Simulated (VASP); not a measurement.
Runs of VASP 6.6.1 on GaGe. The structure is that of space group Pm-3m (No. 221), or close to it. The cells are those of the table. 

| task | cell | k mesh | cutoff (eV) | gap on the mesh (eV) | pressure (GPa) | relaxed volume (Å³/atom) |
| --- | --- | --- | --- | --- | --- | --- |
| single point | a = 3.370 Å, 2 atoms | 6 × 6 × 6 | 500 | none | -0.5 | - |
| relaxation of cell and atoms | relaxed from a = 3.668 Å, 2 atoms | 6 × 6 × 6 | 500 | - | -0.1 | 19.11 |
| single point | a = 3.374 Å, 2 atoms | 16 × 16 × 16 | 520 | none | (b) | - |
| relaxation of cell and atoms | relaxed from a = 3.370 Å, 2 atoms | 16 × 16 × 16 | 600 | - | 0.1 | 19.23 |
| single point | a = 3.668 Å, 2 atoms | 6 × 6 × 6 | 500 | none | (a) | - |

Alike in all rows: level PBE; potentials or basis VASP PAW PBE potentials, release 64 (Ga_d, Ge_d); no spin polarisation; smearing gaussian 0.1 eV.

Question: Estimate the missing entries.

Answer: (a) -7.5; (b) 0.0.

Caveats: the highest band is partly filled, so the run has too few bands (at least some runs); the volume moved by over 15 % at a fixed basis, so the end points are rough (at least some runs); the cell stands under tension (at least some runs).

A k mesh can miss the band edges, and the runs leave out spin-orbit coupling on Ga, Ge.

A gap of «none» marks levels without a gap at the run's occupations.
